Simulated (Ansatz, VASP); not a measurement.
Two plane-wave programs on Al

File INCAR:

```
PREC     = Accurate       # precision mode
ENCUT    = 520            # plane-wave cutoff, eV
EDIFF    = 1E-7           # SCF threshold, eV
ISMEAR   = 0              # smearing method
SIGMA    = 0.1            # smearing width, eV
LREAL    = F              # projectors in reciprocal space
LASPH    = T              # aspherical terms in the spheres
NELM     = 60             # most SCF steps
ALGO     = Fast           # electronic algorithm
ISIF     = 2              # what is computed and relaxed
LWAVE    = F              # write WAVECAR
LCHARG   = F              # write CHGCAR
GGA      = PE             # functional
NBANDS   = 8              # bands
```

The input KPOINTS:

```
Automatic mesh
0
Gamma
  18 18 18
```

File POSCAR:

```
Al
1.0
   -1.6492341625      1.6492341625      1.6492341625
    1.6492341625     -1.6492341625      1.6492341625
    1.6492341625      1.6492341625     -1.6492341625
Al
1
Direct
    0.0000000000      0.0000000000      0.0000000000
```

Input for Ansatz:

```yaml
crystal:
  lattice:
    - [-1.6492341625, 1.6492341625, 1.6492341625]
    - [1.6492341625, -1.6492341625, 1.6492341625]
    - [1.6492341625, 1.6492341625, -1.6492341625]
  atoms:
    - { symbol: Al, position: [0.0, 0.0, 0.0] }
basis:
  ecutwfc: 420
kpoints:
  mp_grid: { grid: [18, 18, 18] }
hamiltonian:
  xc: pbe
scf:
  occupations: { method: gaussian, width: 0.1 }
output:
  forces: true
  stress: true
  eigenvalues: true
```

Alike in both runs: task single point; functional PBE; k mesh 18 × 18 × 18; occupations gaussian, width 0.1 eV; no spin polarisation.

|  | VASP | Ansatz |
| --- | --- | --- |
| version | VASP 6.6.1 | Ansatz 0.2.0 |
| potentials or method | VASP PAW PBE potentials, release 64 (Al), cutoff 520 eV | scalar-relativistic, plane waves, PAW |
| valence electrons in the cell | 3 | 3 |

```csv
,VASP,Ansatz,Ansatz less VASP
gap on the k mesh at the Fermi level (eV),none,none,-
pressure (GPa),-3.6,-3.6,+0.02
```

A gap of «none» marks a metal or a gap that the smearing closes. With one functional, cell and mesh, what is left measures potentials, basis and numerics.
